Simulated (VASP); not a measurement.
# TaO (P6/mmm) in VASP: further runs

TaO is run at these levels: PBE; tasks: single point, relaxation of cell and atoms.

Program: VASP 6.6.1. These are calculated values, not measurements. Logs are shortened: lines on timing, memory, paths and dates and some standing lists are left out, and cuts for length are marked.

**1. The cell of the first run**

Symmetry: P6/mmm, No. 191, hexagonal system. Conventional cell: a = 3.066 Å, b = 3.066 Å, c = 3.855 Å, α = 90.00°, β = 90.00°, γ = 120.00°. Ta (site symmetry 6/mmm) has 2 O at 1.93 Å within 2.6 Å. Within 2.6 Å of O (site symmetry 6/mmm) lie 2 Ta at 1.93 Å.

**2. Single point, PBE**

INCAR reads:

```
SYSTEM = TaO
ALGO = Normal ; EDIFF = 1E-6
ENCUT = 520 ; GGA = PE
ISIF = 2 ; ISMEAR = 0
LASPH = .True. ; LCHARG = .True.
LELF = .True. ; LREAL = .False.
LVHAR = .True. ; LWAVE = .False.
NBANDS = 16 ; NELM = 100
PREC = Accurate ; SIGMA = 0.1
```

KPOINTS reads:

```
k-points
0
Gamma
  21 21 14
  0 0 0
```

POSCAR reads:

```
TaO
1.0
    3.0661134349      0.0000000000      0.0000000000
   -1.5330567174      2.6553321255      0.0000000000
    0.0000000000      0.0000000000      3.8550224147
Ta O
1 1
Direct
    0.0000000000      0.0000000000      0.5000000000
    0.0000000000      0.0000000000      0.0000000000
```

Potentials or basis: VASP PAW PBE potentials, release 64 (Ta_pv, O).

The run is started by

```bash
$ cat potpaw_PBE.64/Ta_pv/POTCAR potpaw_PBE.64/O/POTCAR > POTCAR
$ mpirun -np 1 vasp_std > vasp.out
```

OUTCAR:

```text
SYSTEM = TaO
   EDIFF = 1E-6
   ENCUT = 520
   GGA = PE
   ISIF = 2
   ISMEAR = 0
   LASPH = .True.
   LREAL = .False.
   NELM = 100
   PREC = Accurate

 ion  position               nearest neighbor table
   1  0.000  0.000  0.500-   2 1.93   2 1.93
   2  0.000  0.000  0.000-   1 1.93   1 1.93

  LATTYP: Found a hexagonal cell.
 ALAT       =     3.0661134349
 C/A-ratio  =     1.2572993454

  Lattice vectors:

 A1 = (   3.0661134349,   0.0000000000,   0.0000000000)
 A2 = (  -1.5330567174,   2.6553321255,   0.0000000000)
 A3 = (   0.0000000000,   0.0000000000,   3.8550224147)

Analysis of symmetry for initial positions (statically):
=====================================================================
 Subroutine PRICEL returns:
 Original cell was already a primitive cell.

 Routine SETGRP: Setting up the symmetry group for a
 hexagonal supercell.

 Subroutine GETGRP returns: Found 24 space group operations
 (whereof 24 operations were pure point group operations)
 out of a pool of 24 trial point group operations.

The static configuration has the point symmetry D_6h.

Analysis of symmetry for dynamics (positions and initial velocities):
=====================================================================
 Subroutine PRICEL returns:
 Original cell was already a primitive cell.

 Routine SETGRP: Setting up the symmetry group for a
 hexagonal supercell.

 Subroutine GETGRP returns: Found 24 space group operations
 (whereof 24 operations were pure point group operations)
 out of a pool of 24 trial point group operations.

The dynamic configuration has the point symmetry D_6h.

 Subroutine INISYM returns: Found 24 space group operations
 (whereof 24 operations are pure point group operations),
 and found     1 'primitive' translations

----------------------------------------------------------------------------------------

                                     Primitive cell

  volume of cell :      31.3859

  direct lattice vectors                    reciprocal lattice vectors
     3.066113435  0.000000000  0.000000000     0.326145794  0.188300362  0.000000000
    -1.533056717  2.655332126  0.000000000     0.000000000  0.376600724  0.000000000
     0.000000000  0.000000000  3.855022415     0.000000000  0.000000000  0.259401864

  length of vectors
     3.066113435  3.066113435  3.855022415     0.376600724  0.376600724  0.259401864

  position of ions in fractional coordinates (direct lattice)
     0.000000000  0.000000000  0.500000000
     0.000000000  0.000000000  0.000000000

  ion indices of the primitive-cell ions
   primitive index   ion index
                 1           1
                 2           2

----------------------------------------------------------------------------------------

 KPOINTS: k-points

Automatic generation of k-mesh.
 Grid dimensions read from file:
 generate k-points for:   21   21   14

 Generating k-lattice:

  Cartesian coordinates                     Fractional coordinates (reciprocal lattice)
     0.015530752  0.008966684  0.000000000     0.047619048  0.000000000  0.000000000
     0.000000000  0.017933368  0.000000000     0.000000000  0.047619048  0.000000000
     0.000000000  0.000000000  0.018528705     0.000000000  0.000000000  0.071428571

  Length of vectors
     0.017933368  0.017933368  0.018528705

  Shift w.r.t. Gamma in fractional coordinates (k-lattice)
     0.000000000  0.000000000  0.000000000

 Subroutine IBZKPT returns following result:
 ===========================================

 Found    384 irreducible k-points:

 Following reciprocal coordinates:
            Coordinates               Weight
  0.000000  0.000000  0.000000      1.000000
  0.047619  0.000000  0.000000      6.000000
  0.095238  0.000000  0.000000      6.000000
  0.142857  0.000000  0.000000      6.000000
  0.190476  0.000000  0.000000      6.000000
  0.238095  0.000000  0.000000      6.000000
[... 16 lines left out ...]
  0.142857  0.095238  0.000000     12.000000
  0.190476  0.095238  0.000000     12.000000
 [... further k-points ...]
   k-points           NKPTS =    384   k-points in BZ     NKDIM =    384   number of bands    NBANDS=     16
   number of dos      NEDOS =    301   number of ions     NIONS =      2
   total plane-waves  NPLWV =  17280
   dimension x,y,z NGX =    24 NGY =   24 NGZ =   30
   dimension x,y,z NGXF=    48 NGYF=   48 NGZF=   60
   ions per type =               1   1
   NGX,Y,Z   is equivalent  to a cutoff of  13.01, 13.01, 12.94 a.u.
   NGXF,Y,Z  is equivalent  to a cutoff of  26.03, 26.03, 25.87 a.u.
 SYSTEM =  TaO
   PREC   = accura    normal or accurate (medium, high low for compatibility)
   ISTART =      0    job   : 0-new  1-cont  2-samecut
   ICHARG =      2    charge: 1-file 2-atom 10-const
   ISPIN  =      1    spin polarized calculation?
   LNONCOLLINEAR =      F non collinear calculations
   LSORBIT =      F    spin-orbit coupling
   LASPH  =      T    aspherical Exc in radial PAW
   ENCUT  =  520.0 eV  38.22 Ry    6.18 a.u.   5.70  5.70  7.17*2*pi/ulx,y,z
   NELM   =    100;   NELMIN=  2; NELMDL= -5     # of ELM steps
   EDIFF  = 0.1E-05   stopping-criterion for ELM
   LREAL  =      F    real-space projection
   EDIFFG = 0.1E-04   stopping-criterion for IOM
   NSW    =      0    number of steps for IOM
   IBRION =     -1    ionic relax: 0-MD 1-quasi-New 2-CG
   NFREE  =      0    steps in history (QN), initial steepest desc. (CG)
   ISIF   =      2    stress and relaxation
   ISYM   =      2    0-nonsym 1-usesym 2-fastsym
   POTIM  = 0.5000    time-step for ionic-motion
   TEBEG  =    0.0;   TEEND  =   0.0 temperature during run
   PSTRESS=    0.0 pullay stress
   NELECT =      17.0000    total number of electrons
   NUPDOWN=      -1.0000    fix difference up-down
   EMIN   =  10.00;   EMAX   =-10.00  energy-range for DOS
   EFERMI =   0.00;   METHOD = LEGACY
   ISMEAR =     0;   SIGMA  =   0.10  broadening in eV -4-tet -1-fermi 0-gaus
   EFERMI_NEDOS =   21; number of points for ismear=-14 and -15
   IALGO  =     38    algorithm
   IMIX   =      4    mixing-type and parameters
     AMIX     =   0.40;   BMIX     =  1.00
     AMIX_MAG =   1.60;   BMIX_MAG =  1.00
  volume/ion in A,a.u.               =      15.69       105.90
  Fermi-wavevector in a.u.,A,eV,Ry     =   1.334483  2.521808 24.229877  1.780846
  Thomas-Fermi vector in A             =   2.463261
   LORBIT       =      0    0 simple, 1 ext, 2 COOP (PROOUT), +10 PAW based schemes
   GGA     = PE    functional components
   LHFCALC =     F    Hartree Fock is set to
   AEXX    =    0.0000 exact exchange contribution
   IVDW    =     0    specifies the selected vdW correction
   LEPSILON=     F    determine dielectric tensor
   LRPA    =     F    only Hartree local field effects (RPA)
 non-spin polarized calculation
 Gauss-broadening in eV      SIGMA  =   0.10
  energy-cutoff  :      520.00
  volume of cell :       31.39
 maximum number of plane-waves:       860
 NGX is ok and might be reduce to    24
   NGX = 11   NGY = 11   NGZ = 15

 number of electron      17.0000010 magnetization

 Free energy of the ion-electron system (eV)
  ---------------------------------------------------
  ext. energy  EPLUGINS =         0.00000000
  ---------------------------------------------------
  free energy    TOTEN  =       -19.52934966 eV

  energy without entropy =      -19.51846085  energy(sigma->0) =      -19.52390525

 E-fermi :   3.6095     XC(G=0): -11.0276

 val. band max:        3.6033634502   @ k =   0.2857   0.0952   0.2857
 cond. band min:       3.6117168443   @ k =   0.0952   0.0952   0.2857
 fundamental gap:      0.0083533941
 Fermi energy:         3.6095316420

 k-point     1 :       0.0000    0.0000    0.0000
  band No.  band energies     occupation
      1     -31.3417      2.00000
      2     -30.7136      2.00000
      3     -30.7136      2.00000
      4     -15.8081      2.00000
      5      -1.6277      2.00000
      6       0.1899      2.00000
[... 8 lines left out ...]
     15      15.0969      0.00000
     16      16.3448      0.00000

 k-point     2 :       0.0476    0.0000    0.0000
  band No.  band energies     occupation
      1     -31.3400      2.00000
      2     -30.7270      2.00000
      3     -30.7167      2.00000
      4     -15.7986      2.00000
      5      -1.5680      2.00000
      6       0.1960      2.00000
[... 8 lines left out ...]
     15      15.1505      0.00000
     16      16.4986      0.00000

 k-point     3 :       0.0952    0.0000    0.0000
  band No.  band energies     occupation
      1     -31.3350      2.00000
      2     -30.7657      2.00000
      3     -30.7258      2.00000
      4     -15.7706      2.00000
      5      -1.4016      2.00000
      6       0.2142      2.00000
[... 8 lines left out ...]
     15      15.3088      0.00000
     16      16.9183      0.00000

 k-point     4 :       0.1429    0.0000    0.0000
  band No.  band energies     occupation
      1     -31.3273      2.00000
      2     -30.8258      2.00000
      3     -30.7399      2.00000
      4     -15.7267      2.00000
      5      -1.1714      2.00000
      6       0.2443      2.00000
[... 8 lines left out ...]
     15      15.5623      0.00000
     16      17.0780      0.00000

 k-point     5 :       0.1905    0.0000    0.0000
  band No.  band energies     occupation
      1     -31.3175      2.00000
      2     -30.9016      2.00000
      3     -30.7579      2.00000
      4     -15.6701      2.00000
      5      -0.9550      2.00000
      6       0.2856      2.00000
[... 8 lines left out ...]
     15      15.8907      0.00000
     16      17.0781      0.00000

 k-point     6 :       0.2381    0.0000    0.0000
  band No.  band energies     occupation
      1     -31.3064      2.00000
      2     -30.9859      2.00000
      3     -30.7780      2.00000
      4     -15.6057      2.00000
      5      -0.8385      2.00000
      6       0.3370      2.00000
[... 8 lines left out ...]
     15      16.2517      0.00000
     16      17.0755      0.00000

 k-point     7 :       0.2857    0.0000    0.0000
  band No.  band energies     occupation
      1     -31.2950      2.00000
      2     -31.0709      2.00000
      3     -30.7985      2.00000
      4     -15.5392      2.00000
      5      -0.8454      2.00000
      6       0.3965      2.00000
[... 8 lines left out ...]
     15      16.4776      0.00000
     16      17.0372      0.00000

 k-point     8 :       0.3333    0.0000    0.0000
  band No.  band energies     occupation
      1     -31.2843      2.00000
      2     -31.1493      2.00000
      3     -30.8175      2.00000
      4     -15.4763      2.00000
      5      -0.9289      2.00000
      6       0.4603      2.00000
[... 8 lines left out ...]
     15      16.0869      0.00000
     16      17.0304      0.00000

 k-point     9 :       0.3810    0.0000    0.0000
  band No.  band energies     occupation
      1     -31.2754      2.00000
      2     -31.2145      2.00000
      3     -30.8335      2.00000
      4     -15.4229      2.00000
      5      -1.0330      2.00000
      6       0.5223      2.00000
[... 8 lines left out ...]
     15      16.3955      0.00000
     16      17.0528      0.00000
[... 172 lines left out ...]
 k-point    19 :       0.3810    0.0476    0.0000
  band No.  band energies     occupation
      1     -31.2713      2.00000
      2     -31.2375      2.00000
      3     -30.8477      2.00000
      4     -15.3982      2.00000
      5      -1.0700      2.00000
      6       0.5526      2.00000
[... 8 lines left out ...]
     15      16.6279      0.00000
     16      17.0539      0.00000

 k-point    20 :       0.4286    0.0476    0.0000
  band No.  band energies     occupation
      1     -31.2724      2.00000
      2     -31.2664      2.00000
      3     -30.8568      2.00000
      4     -15.3684      2.00000
      5      -1.1371      2.00000
      6       0.5716      2.00000
[... 8 lines left out ...]
     15      16.7177      0.00000
     16      17.0533      0.00000

 k-point    21 :       0.4762    0.0476    0.0000
  band No.  band energies     occupation
      1     -31.2843      2.00000
      2     -31.2647      2.00000
      3     -30.8600      2.00000
      4     -15.3580      2.00000
      5      -1.1610      2.00000
      6       0.5449      2.00000
[... 8 lines left out ...]
     15      16.7395      0.00000
     16      17.0499      0.00000

 k-point    22 :       0.0952    0.0952    0.0000
  band No.  band energies     occupation
      1     -31.3229      2.00000
      2     -30.8561      2.00000
      3     -30.7514      2.00000
      4     -15.7017      2.00000
      5      -1.0594      2.00000
      6       0.2622      2.00000
[... 8 lines left out ...]
     15      15.7161      0.00000
     16      17.0786      0.00000

 k-point    23 :       0.1429    0.0952    0.0000
  band No.  band energies     occupation
      1     -31.3135      2.00000
      2     -30.9244      2.00000
      3     -30.7724      2.00000
      4     -15.6474      2.00000
      5      -0.8874      2.00000
      6       0.3030      2.00000
[... 8 lines left out ...]
     15      16.0493      0.00000
     16      17.0793      0.00000

 k-point    24 :       0.1905    0.0952    0.0000
  band No.  band energies     occupation
      1     -31.3029      2.00000
      2     -31.0002      2.00000
      3     -30.7963      2.00000
      4     -15.5856      2.00000
      5      -0.8085      2.00000
      6       0.3538      2.00000
[... 8 lines left out ...]
     15      16.4284      0.00000
     16      17.0793      0.00000

 [... further k-points ...]
[... 5 lines left out ...]
  --------------------------------------------------------------------------------------
  -------------------------------------------------------------------------------------
  Total       -0.0198784     -0.0198784      0.2803540     -0.0000000     -0.0000000     -0.0000000
  in kB       -1.0147483     -1.0147483     14.3114424     -0.0000000     -0.0000000     -0.0000000
  external PRESSURE =       4.0939819 kB  Pullay stress =       0.0000000 kB

 VOLUME and BASIS-vectors are now :
 -----------------------------------------------------------------------------
  energy-cutoff  :      520.00
  volume of cell :       31.39
      direct lattice vectors                 reciprocal lattice vectors
     3.066113435  0.000000000  0.000000000     0.326145794  0.188300362  0.000000000
    -1.533056717  2.655332126  0.000000000     0.000000000  0.376600724  0.000000000
     0.000000000  0.000000000  3.855022415     0.000000000  0.000000000  0.259401864

 POSITION                                       TOTAL-FORCE (eV/Angst)
 -----------------------------------------------------------------------------------
      0.00000      0.00000      1.92751         0.000000      0.000000      0.000000
      0.00000      0.00000      0.00000         0.000000      0.000000      0.000000
 -----------------------------------------------------------------------------------
    total drift:                                0.000000     -0.000000      0.000000

  FREE ENERGIE OF THE ION-ELECTRON SYSTEM (eV)
  ---------------------------------------------------
  free  energy   TOTEN  =       -19.5293496566 eV

  energy  without entropy=      -19.5184608512  energy(sigma->0) =      -19.52390525
```

Run time: 1.7 min. Hardware: 1 thread of AMD EPYC 7R13 (Zen 3), shared host; peak memory 0.27 GiB.

What came out:

| Property | Result |
| --- | --- |
| Free energy | -19.5293 eV |
| Pressure | 0.4 GPa |

Stress tensor (GPa, compression positive):
```
-0.10  0.00  0.00
 0.00 -0.10  0.00
 0.00  0.00  1.43
```

Caveat: spin-orbit coupling is left out, which moves the levels of the heavy elements; an odd number of electrons without spin polarisation forces a metal; a magnetic or distorted state may lie lower.

[end of part 1 of 2]
